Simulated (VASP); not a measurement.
# Si2Ge3 (P6_3/mmc) in VASP: further runs

Runs on Si2Ge3. Level: PBE. Tasks: single point, relaxation of cell and atoms.

Everything below comes from runs of VASP 6.6.1. Logs are shortened: lines on timing, memory, paths and dates and some standing lists are left out, and cuts for length are marked.

### Step 1. The cell of the first run

The structure is hexagonal, space group P6_3/mmc (No. 194). The conventional cell has a = 3.288 Å, b = 3.288 Å, c = 18.845 Å, α = 90.00°, β = 90.00°, γ = 120.00°. Si (site symmetry 3m) has 6 Ge at 2.68 Å and 6 Si at 3.29 Å within 3.5 Å. Within 3.5 Å of Ge (site symmetry 3m) lie 3 Si at 2.68 Å and 9 Ge at 2.68 to 3.29 Å. Ge (site symmetry -6m2) has 6 Si at 2.68 Å and 6 Ge at 3.29 Å within 3.5 Å.

### Step 2. Single point, PBE

INCAR reads:

```
SYSTEM = Si2Ge3
PREC     = Accurate       ! precision mode
ENCUT    = 520            ! plane-wave cutoff, eV
EDIFF    = 1E-7           ! SCF threshold, eV
ISMEAR   = 0              ! smearing method
SIGMA    = 0.1            ! smearing width, eV
LREAL    = .False.        ! projectors in reciprocal space
LASPH    = .True.         ! aspherical terms in the spheres
NELM     = 80             ! most SCF steps
ALGO     = Normal         ! electronic algorithm
ISIF     = 2              ! what is computed and relaxed
LWAVE    = .False.        ! write WAVECAR
LCHARG   = .False.        ! write CHGCAR
GGA      = PE             ! functional
NBANDS   = 61             ! bands
```

KPOINTS reads:

```
regular mesh
0
Gamma
  6 6 1
  0 0 0
```

POSCAR reads:

```
Si2Ge3
1.0
    3.2884534500      0.0000000000      0.0000000000
   -1.6442267300      2.8478842300      0.0000000000
    0.0000000000      0.0000000000     18.8454698100
Si Ge
4 6
Direct
    0.3333333300      0.6666666700      0.6500000000
    0.3333333300      0.6666666700      0.8500000000
    0.6666666700      0.3333333300      0.1500000000
    0.6666666700      0.3333333300      0.3500000000
    0.3333333300      0.6666666700      0.0500000000
    0.3333333300      0.6666666700      0.2500000000
    0.3333333300      0.6666666700      0.4500000000
    0.6666666700      0.3333333300      0.5500000000
    0.6666666700      0.3333333300      0.7500000000
    0.6666666700      0.3333333300      0.9500000000
```

Potentials or basis: VASP PAW PBE potentials, release 64 (Si, Ge_d).

Launch:

```
cat potpaw_PBE.64/Si/POTCAR potpaw_PBE.64/Ge_d/POTCAR > POTCAR
mpirun -np 1 vasp_std > vasp.out
```

OUTCAR:

```text
SYSTEM = Si2Ge3
   PREC = Accurate
   ENCUT = 520
   EDIFF = 1E-7
   ISMEAR = 0
   LREAL = .False.
   LASPH = .True.
   NELM = 80
   ISIF = 2
   GGA = PE

 ion  position               nearest neighbor table
   1  0.333  0.667  0.650-   8 2.68   9 2.68   8 2.68   9 2.68   8 2.68   9 2.68
   2  0.333  0.667  0.850-   9 2.68  10 2.68   9 2.68  10 2.68   9 2.68  10 2.68
   3  0.667  0.333  0.150-   5 2.68   6 2.68   5 2.68   6 2.68   5 2.68   6 2.68
   4  0.667  0.333  0.350-   6 2.68   7 2.68   6 2.68   7 2.68   6 2.68   7 2.68
   5  0.333  0.667  0.050-  10 2.68   3 2.68  10 2.68   3 2.68  10 2.68   3 2.68
   6  0.333  0.667  0.250-   3 2.68   4 2.68   3 2.68   4 2.68   3 2.68   4 2.68
   7  0.333  0.667  0.450-   8 2.68   4 2.68   8 2.68   4 2.68   8 2.68   4 2.68
   8  0.667  0.333  0.550-   7 2.68   1 2.68   7 2.68   1 2.68   7 2.68   1 2.68
   9  0.667  0.333  0.750-   1 2.68   2 2.68   1 2.68   2 2.68   1 2.68   2 2.68
  10  0.667  0.333  0.950-   5 2.68   2 2.68   5 2.68   2 2.68   5 2.68   2 2.68

  LATTYP: Found a hexagonal cell.
 ALAT       =     3.2884534500
 C/A-ratio  =     5.7308002368

  Lattice vectors:

 A1 = (   3.2884534500,   0.0000000000,   0.0000000000)
 A2 = (  -1.6442267300,   2.8478842300,   0.0000000000)
 A3 = (   0.0000000000,   0.0000000000,  18.8454698100)

Analysis of symmetry for initial positions (statically):
=====================================================================
 Subroutine PRICEL returns:
 Original cell was already a primitive cell.

 Routine SETGRP: Setting up the symmetry group for a
 hexagonal supercell.

 Subroutine GETGRP returns: Found 24 space group operations
 (whereof 12 operations were pure point group operations)
 out of a pool of 24 trial point group operations.

The static configuration has the point symmetry D_3d.
 The point group associated with its full space group is D_6h.

Analysis of symmetry for dynamics (positions and initial velocities):
=====================================================================
 Subroutine PRICEL returns:
 Original cell was already a primitive cell.

 Routine SETGRP: Setting up the symmetry group for a
 hexagonal supercell.

 Subroutine GETGRP returns: Found 24 space group operations
 (whereof 12 operations were pure point group operations)
 out of a pool of 24 trial point group operations.

The dynamic configuration has the point symmetry D_3d.
 The point group associated with its full space group is D_6h.

 Subroutine INISYM returns: Found 24 space group operations
 (whereof 12 operations are pure point group operations),
 and found     1 'primitive' translations

----------------------------------------------------------------------------------------

                                     Primitive cell

  volume of cell :     176.4904

  direct lattice vectors                    reciprocal lattice vectors
     3.288453450  0.000000000  0.000000000     0.304094315  0.175568935  0.000000000
    -1.644226730  2.847884230  0.000000000     0.000000000  0.351137869  0.000000000
     0.000000000  0.000000000 18.845469810     0.000000000  0.000000000  0.053063150

  length of vectors
     3.288453450  3.288453455 18.845469810     0.351137870  0.351137869  0.053063150

  position of ions in fractional coordinates (direct lattice)
     0.333333330  0.666666670  0.650000000
     0.333333330  0.666666670  0.850000000
     0.666666670  0.333333330  0.150000000
     0.666666670  0.333333330  0.350000000
     0.333333330  0.666666670  0.050000000
     0.333333330  0.666666670  0.250000000
     0.333333330  0.666666670  0.450000000
     0.666666670  0.333333330  0.550000000
     0.666666670  0.333333330  0.750000000
     0.666666670  0.333333330  0.950000000

  ion indices of the primitive-cell ions
   primitive index   ion index
                 1           1
                 2           2
                 3           3
                 4           4
                 5           5
                 6           6
                 7           7
                 8           8
                 9           9
                10          10

----------------------------------------------------------------------------------------

 KPOINTS: regular mesh

Automatic generation of k-mesh.
 Grid dimensions read from file:
 generate k-points for:    6    6    1

 Generating k-lattice:

  Cartesian coordinates                     Fractional coordinates (reciprocal lattice)
     0.050682386  0.029261489  0.000000000     0.166666667  0.000000000  0.000000000
     0.000000000  0.058522978  0.000000000     0.000000000  0.166666667  0.000000000
     0.000000000  0.000000000  0.053063150     0.000000000  0.000000000  1.000000000

  Length of vectors
     0.058522978  0.058522978  0.053063150

  Shift w.r.t. Gamma in fractional coordinates (k-lattice)
     0.000000000  0.000000000  0.000000000

 Subroutine IBZKPT returns following result:
 ===========================================

 Found      7 irreducible k-points:

 Following reciprocal coordinates:
            Coordinates               Weight
  0.000000  0.000000  0.000000      1.000000
  0.166667 -0.000000  0.000000      6.000000
  0.333333  0.000000  0.000000      6.000000
  0.500000  0.000000  0.000000      3.000000
  0.166667  0.166667  0.000000      6.000000
  0.333333  0.166667  0.000000     12.000000
  0.333333  0.333333  0.000000      2.000000
   k-points           NKPTS =      7   k-points in BZ     NKDIM =      7   number of bands    NBANDS=     61
   number of dos      NEDOS =    301   number of ions     NIONS =     10
   total plane-waves  NPLWV =  80640
   dimension x,y,z NGX =    24 NGY =   24 NGZ =  140
   dimension x,y,z NGXF=    48 NGYF=   48 NGZF=  280
   ions per type =               4   6
   NGX,Y,Z   is equivalent  to a cutoff of  12.13, 12.13, 12.35 a.u.
   NGXF,Y,Z  is equivalent  to a cutoff of  24.27, 24.27, 24.70 a.u.
 SYSTEM =  Si2Ge3
   PREC   = accura    normal or accurate (medium, high low for compatibility)
   ISTART =      0    job   : 0-new  1-cont  2-samecut
   ICHARG =      2    charge: 1-file 2-atom 10-const
   ISPIN  =      1    spin polarized calculation?
   LNONCOLLINEAR =      F non collinear calculations
   LSORBIT =      F    spin-orbit coupling
   LASPH  =      T    aspherical Exc in radial PAW
   ENCUT  =  520.0 eV  38.22 Ry    6.18 a.u.   6.11  6.11 35.04*2*pi/ulx,y,z
   NELM   =     80;   NELMIN=  2; NELMDL= -5     # of ELM steps
   EDIFF  = 0.1E-06   stopping-criterion for ELM
   LREAL  =      F    real-space projection
   EDIFFG = 0.1E-05   stopping-criterion for IOM
   NSW    =      0    number of steps for IOM
   IBRION =     -1    ionic relax: 0-MD 1-quasi-New 2-CG
   NFREE  =      0    steps in history (QN), initial steepest desc. (CG)
   ISIF   =      2    stress and relaxation
   ISYM   =      2    0-nonsym 1-usesym 2-fastsym
   POTIM  = 0.5000    time-step for ionic-motion
   TEBEG  =    0.0;   TEEND  =   0.0 temperature during run
   PSTRESS=    0.0 pullay stress
   NELECT =     100.0000    total number of electrons
   NUPDOWN=      -1.0000    fix difference up-down
   EMIN   =  10.00;   EMAX   =-10.00  energy-range for DOS
   EFERMI =   0.00;   METHOD = LEGACY
   ISMEAR =     0;   SIGMA  =   0.10  broadening in eV -4-tet -1-fermi 0-gaus
   EFERMI_NEDOS =   21; number of points for ismear=-14 and -15
   IALGO  =     38    algorithm
   IMIX   =      4    mixing-type and parameters
     AMIX     =   0.40;   BMIX     =  1.00
     AMIX_MAG =   1.60;   BMIX_MAG =  1.00
  volume/ion in A,a.u.               =      17.65       119.10
  Fermi-wavevector in a.u.,A,eV,Ry     =   1.354673  2.559961 24.968584  1.835139
  Thomas-Fermi vector in A             =   2.481825
   LORBIT       =      0    0 simple, 1 ext, 2 COOP (PROOUT), +10 PAW based schemes
   GGA     = PE    functional components
   LHFCALC =     F    Hartree Fock is set to
   AEXX    =    0.0000 exact exchange contribution
   IVDW    =     0    specifies the selected vdW correction
   LEPSILON=     F    determine dielectric tensor
   LRPA    =     F    only Hartree local field effects (RPA)
 non-spin polarized calculation
 Gauss-broadening in eV      SIGMA  =   0.10
  energy-cutoff  :      520.00
  volume of cell :      176.49
 maximum number of plane-waves:      4776
   NGX = 13   NGY = 13   NGZ = 71

 number of electron     100.0000000 magnetization

 number of electron      99.9999902 magnetization

 Free energy of the ion-electron system (eV)
  ---------------------------------------------------
  ext. energy  EPLUGINS =         0.00000000
  ---------------------------------------------------
  free energy    TOTEN  =       -43.75656613 eV

  energy without entropy =      -43.69500545  energy(sigma->0) =      -43.72578579

 E-fermi :   7.3653     XC(G=0): -11.0819

 val. band max:        7.3635279099   @ k =   0.3333   0.0000   0.0000
 cond. band min:       7.3988172681   @ k =   0.3333   0.1667   0.0000
 fundamental gap:      0.0352893582
 Fermi energy:         7.3653354802

 k-point     1 :       0.0000    0.0000    0.0000
  band No.  band energies     occupation
      1     -17.2729      2.00000
      2     -17.2729      2.00000
      3     -17.2729      2.00000
      4     -17.2729      2.00000
      5     -17.2417      2.00000
      6     -17.2417      2.00000
[... 53 lines left out ...]
     60      12.9928      0.00000
     61      13.0015      0.00000

 k-point     2 :       0.1667   -0.0000    0.0000
  band No.  band energies     occupation
      1     -17.2745      2.00000
      2     -17.2745      2.00000
      3     -17.2695      2.00000
      4     -17.2695      2.00000
      5     -17.2455      2.00000
      6     -17.2454      2.00000
[... 53 lines left out ...]
     60      12.1305      0.00000
     61      12.9651      0.00000

 k-point     3 :       0.3333    0.0000    0.0000
  band No.  band energies     occupation
      1     -17.2707      2.00000
      2     -17.2707      2.00000
      3     -17.2657      2.00000
      4     -17.2657      2.00000
      5     -17.2522      2.00000
      6     -17.2522      2.00000
[... 53 lines left out ...]
     60      11.0776      0.00000
     61      11.6255      0.00000

 k-point     4 :       0.5000    0.0000    0.0000
  band No.  band energies     occupation
      1     -17.2683      2.00000
      2     -17.2683      2.00000
      3     -17.2653      2.00000
      4     -17.2653      2.00000
      5     -17.2473      2.00000
      6     -17.2472      2.00000
[... 53 lines left out ...]
     60      10.5570      0.00000
     61      10.6885      0.00000

 k-point     5 :       0.1667    0.1667    0.0000
  band No.  band energies     occupation
      1     -17.2697      2.00000
      2     -17.2697      2.00000
      3     -17.2692      2.00000
      4     -17.2692      2.00000
      5     -17.2433      2.00000
      6     -17.2433      2.00000
[... 53 lines left out ...]
     60      12.3382      0.00000
     61      12.3797      0.00000

 k-point     6 :       0.3333    0.1667    0.0000
  band No.  band energies     occupation
      1     -17.2728      2.00000
      2     -17.2728      2.00000
      3     -17.2573      2.00000
      4     -17.2573      2.00000
      5     -17.2388      2.00000
      6     -17.2388      2.00000
[... 53 lines left out ...]
     60      10.8656      0.00000
     61      11.2544      0.00000

 k-point     7 :       0.3333    0.3333    0.0000
  band No.  band energies     occupation
      1     -17.2784      2.00000
      2     -17.2784      2.00000
      3     -17.2302      2.00000
      4     -17.2302      2.00000
      5     -17.2302      2.00000
      6     -17.2302      2.00000
[... 53 lines left out ...]
     60      10.5634      0.00000
     61      10.5634      0.00000

------------------------ aborting loop because EDIFF is reached ----------------------------------------

  FORCE on cell =-STRESS in cart. coord.  units (eV):
  Direction    XX          YY          ZZ          XY          YZ          ZX
  --------------------------------------------------------------------------------------
  -------------------------------------------------------------------------------------
  Total        2.0766941      2.0766941      5.2189819     -0.0000000     -0.0000000     -0.0000000
  in kB       18.8522030     18.8522030     47.3778528     -0.0000000     -0.0000000     -0.0000000
  external PRESSURE =      28.3607529 kB  Pullay stress =       0.0000000 kB

 VOLUME and BASIS-vectors are now :
 -----------------------------------------------------------------------------
  energy-cutoff  :      520.00
  volume of cell :      176.49
      direct lattice vectors                 reciprocal lattice vectors
     3.288453450  0.000000000  0.000000000     0.304094315  0.175568935  0.000000000
    -1.644226730  2.847884230  0.000000000     0.000000000  0.351137869  0.000000000
     0.000000000  0.000000000 18.845469810     0.000000000  0.000000000  0.053063150

 POSITION                                       TOTAL-FORCE (eV/Angst)
 -----------------------------------------------------------------------------------
     -0.00000      1.89859     12.24956        -0.000000      0.000000      0.000912
     -0.00000      1.89859     16.01865        -0.000000      0.000000     -0.000912
      1.64423      0.94929      2.82682        -0.000000     -0.000000      0.000912
      1.64423      0.94929      6.59591        -0.000000      0.000000     -0.000912
     -0.00000      1.89859      0.94227         0.000000      0.000000      0.800516
     -0.00000      1.89859      4.71137        -0.000000      0.000000     -0.000000
     -0.00000      1.89859      8.48046         0.000000     -0.000000     -0.800516
      1.64423      0.94929     10.36501         0.000000     -0.000000      0.800516
      1.64423      0.94929     14.13410         0.000000      0.000000     -0.000000
      1.64423      0.94929     17.90320        -0.000000      0.000000     -0.800516
 -----------------------------------------------------------------------------------
    total drift:                               -0.000023      0.000013     -0.000007

  FREE ENERGIE OF THE ION-ELECTRON SYSTEM (eV)
  ---------------------------------------------------
  free  energy   TOTEN  =       -43.7565661335 eV

  energy  without entropy=      -43.6950054507  energy(sigma->0) =      -43.72578579
```

Run time: 67 s. Hardware: 1 thread of Intel Xeon Platinum 8488C (Sapphire Rapids), shared host; peak memory 0.28 GiB.

What came out:

| Item | Value |
| --- | --- |
| Free energy | -43.7566 eV |
| Pressure | 2.8 GPa |
| Largest force | 0.801 eV/Å |
| Band gap on the k mesh | zero (bands 50 and 51 overlap by 5.23 eV) |

Forces on the atoms (eV/Å):
```
Si   0.000  0.000  0.001
Si   0.000  0.000 -0.001
Si   0.000  0.000  0.001
Si   0.000  0.000 -0.001
Ge   0.000  0.000  0.801
Ge   0.000  0.000  0.000
Ge   0.000  0.000 -0.801
Ge   0.000  0.000  0.801
Ge   0.000  0.000  0.000
Ge   0.000  0.000 -0.801
```

Caveat: the k points lie up to 0.37 Å⁻¹ apart, too coarse for converged energies and pressures of a metal.

### Step 3. Single point, PBE

This run uses another cell than the first one, of 18.28 Å³/atom.

INCAR reads:

```
SYSTEM = Si2Ge3
PREC = Accurate
ENCUT = 520
EDIFF = 1E-6
ISMEAR = 0
SIGMA = 0.1
LREAL = .FALSE.
LASPH = .TRUE.
NELM = 100
ALGO = Normal
ISIF = 2
LWAVE = .FALSE.
LCHARG = .FALSE.
GGA = PE
NBANDS = 61
```

KPOINTS reads:

```
regular mesh
0
G
  6 6 1
  0 0 0
```

POSCAR reads:

```
Si2Ge3
1.0
    3.2465481074      0.0000000028      0.0000000000
   -1.6232740562      2.8115931342      0.0000000000
    0.0000000000      0.0000000000     20.0216776188
Si Ge
4 6
Direct
    0.3333333333      0.6666666667      0.6527988893
    0.3333333333      0.6666666667      0.8472011107
    0.6666666667      0.3333333333      0.1527988893
    0.6666666667      0.3333333333      0.3472011107
    0.3333333333      0.6666666667      0.0581440381
    0.3333333333      0.6666666667      0.2500000000
    0.3333333333      0.6666666667      0.4418559619
    0.6666666667      0.3333333333      0.5581440381
    0.6666666667      0.3333333333      0.7500000000
    0.6666666667      0.3333333333      0.9418559619
```

Potentials or basis: VASP PAW PBE potentials, release 64 (Si, Ge_d).

Launch:

```
cat potpaw_PBE.64/Si/POTCAR potpaw_PBE.64/Ge_d/POTCAR > POTCAR
mpirun -np 1 vasp_std > vasp.out
```

Run time: 70 s. Hardware: 1 thread of Intel Xeon Platinum 8488C (Sapphire Rapids), shared host; peak memory 0.3 GiB.

Results (log left out):

| Quantity | Value |
| --- | --- |
| Free energy | -44.1050 eV |
| Pressure | 0.0 GPa |
| Largest force | 0.028 eV/Å |
| Band gap on the k mesh | zero (bands 50 and 51 overlap by 5.40 eV) |

Forces on the atoms (eV/Å):
```
Si   0.000  0.000 -0.026
Si   0.000  0.000  0.026
Si   0.000  0.000 -0.026
Si   0.000  0.000  0.026
Ge   0.000  0.000  0.028
Ge   0.000  0.000  0.000
Ge   0.000  0.000 -0.028
Ge   0.000  0.000  0.028
Ge   0.000  0.000  0.000
Ge   0.000  0.000 -0.028
```

Levels at points of the mesh, in eV from the Fermi level:
| k point | band 45 | band 46 | band 47 | band 48 | band 49 | band 50 | band 51 | band 52 | band 53 | band 54 |
| --- | --- | --- | --- | --- | --- | --- | --- | --- | --- | --- |
| (0.00, 0.00, 0.00) | 3.16 | 3.30 | 3.30 | 3.75 | 3.75 | 3.85 | 4.13 | 4.13 | 4.82 | 5.00 |
| (0.50, 0.00, 0.00) | -3.08 | -2.84 | -1.55 | -1.14 | -0.28 | 0.09 | 0.21 | 0.27 | 0.72 | 1.32 |

Caveat: the k points lie up to 0.37 Å⁻¹ apart, too coarse for converged energies and pressures of a metal.

(Part 1 of 2 ends here.)
